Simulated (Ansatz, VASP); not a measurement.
BeCdO2 in VASP and in Ansatz

```
Be Cd O
1.0
     2.89726    0.00000    0.00000
    -1.44863    2.50910    0.00000
     0.00000    0.00000   10.98871
Be Cd O
2 2 4
Direct
  0.33333 0.66667 0.75000
  0.66667 0.33333 0.25000
  0.00000 0.00000 0.50000
  0.00000 0.00000 0.00000
  0.33333 0.66667 0.35179
  0.66667 0.33333 0.85179
  0.66667 0.33333 0.64821
  0.33333 0.66667 0.14821
```

Alike in both runs: functional PBE; k mesh 6 × 6 × 2; occupations gaussian, width 0.1 eV; no spin polarisation.

Ansatz relaxed the structure, and its values are those at the end. VASP's run is a single point on that final structure, the one shown.

|  | VASP | Ansatz |
| --- | --- | --- |
| version | VASP 6.6.1 | Ansatz 0.2.0 |
| potentials or method | VASP PAW PBE potentials, release 64 (Be, Cd, O), cutoff 520 eV | scalar-relativistic, plane waves, PAW |
| valence electrons in the cell | 52 | 68 |

```tsv
	VASP	Ansatz	Ansatz less VASP
gap on the k mesh at the Fermi level (eV)	0.25	0.26	+0.012
least direct gap on the mesh (eV)	0.66	0.68	+0.018
pressure (GPa)	1.3	0.0	-1.28
rms of the force components (eV/Å)	0.046	0.000	-0.0460
```

The functional is the same, so the differences come from potentials, cutoffs and numerics. VASP's potentials hold 52 valence electrons a cell and Ansatz's 68, so a difference there can come from the potentials and not from the codes.
